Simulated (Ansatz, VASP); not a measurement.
One calculation of Si3N4, two programs

```xyz
14
Lattice="-3.1617 3.1617 3.1617 3.1617 -3.1617 3.1617 3.1617 3.1617 -3.1617" Properties=species:S:1:pos:R:3 pbc="T T T"
Si    2.3712    3.1617   -1.5808
Si   -1.5808    2.3712    3.1617
Si    0.7904    3.1617    1.5808
Si    1.5808    0.7904    3.1617
Si    3.1617   -1.5808    2.3712
Si    3.1617    1.5808    0.7904
N     1.7660    1.7660    1.7660
N     0.1852   -0.1852    2.9764
N     1.3956    4.5573   -1.3956
N     2.9764    0.1852   -0.1852
N    -1.3956    1.3956    4.5573
N     0.1852    0.1852    0.1852
N     4.5573   -1.3956    1.3956
N    -0.1852    2.9764    0.1852
```

Alike in both runs: task relaxation of the atoms; functional PBEsol; k mesh 6 × 6 × 6; occupations gaussian, width 0.02 eV; no spin polarisation.

|  | VASP | Ansatz |
| --- | --- | --- |
| version | VASP 6.6.1 | Ansatz 0.2.0 |
| potentials or method | VASP PAW PBE potentials, release 64 (Si, N), cutoff 520 eV | scalar-relativistic, plane waves, PAW |
| valence electrons in the cell | 64 | 64 |

Ansatz gave:

* gap on the k mesh at the Fermi level, each at its own relaxed structure (eV): 4.06

Task: What did VASP give for the same quantities?

Result: gap on the k mesh at the Fermi level, each at its own relaxed structure (eV): 4.05.

VASP's potentials were made for PBE, not for PBEsol. Ansatz's warnings: stress scf threshold loose.
